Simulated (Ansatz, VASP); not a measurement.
## Two plane-wave programs on BRu3

```xyz
8
Lattice="4.6454 0.0000 0.0000 0.0000 4.6454 0.0000 0.0000 0.0000 4.6454" Properties=species:S:1:pos:R:3 pbc="T T T"
B     0.0000    0.0000    0.0000
B     2.3227    2.3227    2.3227
Ru    1.1613    0.0000    2.3227
Ru    2.3227    3.4840    0.0000
Ru    3.4840    0.0000    2.3227
Ru    2.3227    1.1613    0.0000
Ru    0.0000    2.3227    3.4840
Ru    0.0000    2.3227    1.1613
```

Change from the starting cell: species swapped into the Cr3Ga type (Pm-3n, No. 223).

Alike in both runs: functional PBE; k mesh 8 × 8 × 8; occupations gaussian, width 0.1 eV; no spin polarisation.

Ansatz relaxed the structure, and its values are those at the end. VASP's run is a single point on that final structure, the one shown.

```csv
,VASP,Ansatz
version,VASP 6.6.1,Ansatz 0.2.0
potentials or method,"VASP PAW PBE potentials, release 64 (B, Ru_pv), cutoff 500 eV","scalar-relativistic, plane waves, PAW"
valence electrons in the cell,90,102
```

Ansatz gave:

| Item | Value |
| --- | --- |
| gap on the k mesh at the Fermi level (eV) | none |
| pressure (GPa) | 0.0 |

Question: Estimate VASP's values.

Answer: gap on the k mesh at the Fermi level (eV): none; pressure (GPa): 0.1.

A gap of «none» marks a metal or a gap that the smearing closes. VASP's potentials hold 90 valence electrons a cell and Ansatz's 102, so a difference there can come from the potentials and not from the codes.
